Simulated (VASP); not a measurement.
Input of a VASP 6.6.1 run:

File POSCAR:

```
S
1.0
    2.5848680421      0.0000000000      0.0000000000
    0.0000000000      2.5848680421      0.0000000000
    0.0000000000      0.0000000000      2.5848680421
S
1
Direct
    0.0000000000      0.0000000000      0.0000000000
```

File INCAR.step1:

```
SYSTEM = S
PREC     = Accurate       ! precision mode
ENCUT    = 600            ! plane-wave cutoff, eV
ISMEAR   = 0              ! smearing method
SIGMA    = 0.1            ! smearing width, eV
LREAL    = .False.        ! projectors in reciprocal space
LASPH    = .True.         ! aspherical terms in the spheres
NELM     = 100            ! most SCF steps
GGA      = PE             ! functional
ALGO     = Normal         ! electronic algorithm
EDIFF    = 1E-4           ! SCF threshold, eV
LWAVE    = .True.         ! write WAVECAR
LCHARG   = .False.        ! write CHGCAR
```

Contents of INCAR.step2:

```
SYSTEM = S
PREC     = Accurate       ! precision mode
ENCUT    = 600            ! plane-wave cutoff, eV
EDIFF    = 1E-6           ! SCF threshold, eV
ISMEAR   = 0              ! smearing method
SIGMA    = 0.1            ! smearing width, eV
LREAL    = .False.        ! projectors in reciprocal space
LASPH    = .True.         ! aspherical terms in the spheres
NELM     = 100            ! most SCF steps
ALGO     = Normal         ! electronic algorithm
ISIF     = 3              ! what is computed and relaxed
LWAVE    = .False.        ! write WAVECAR
LCHARG   = .False.        ! write CHGCAR
METAGGA  = R2SCAN         ! meta-GGA
LMIXTAU  = .True.       
IBRION   = 2              ! ionic algorithm
NSW      = 80             ! ionic steps
EDIFFG   = -0.01          ! ionic threshold
ISTART   = 1
```

Contents of KPOINTS:

```
regular mesh
0
Gamma
  16 16 16
  0 0 0
```

Potentials or basis: VASP PAW PBE potentials, release 64 (S).

Command:

```bash
$ cat potpaw_PBE.64/S/POTCAR > POTCAR
$ cp INCAR.step1 INCAR
$ mpirun -np 1 vasp_std > vasp.out
$ cp INCAR.step2 INCAR
$ mpirun -np 1 vasp_std > vasp.out
```

(1) Estimate the relaxed volume.

(2) What does it give for the band gap on the k mesh?

(3) Estimate the relaxed cell.

(4) Estimate the space group after relaxing (to 0.1 Å).

## Answers

(1) 16.95 Å³/atom.

(2) zero (bands 3 and 4 overlap by 7.37 eV).

(3) a = 2.569 Å, b = 2.569 Å, c = 2.569 Å, α = 90.00°, β = 90.00°, γ = 90.00°.

(4) Pm-3m (No. 221).

Caveat: the PAW data sets were made with another functional, which shifts forces and pressure a little.
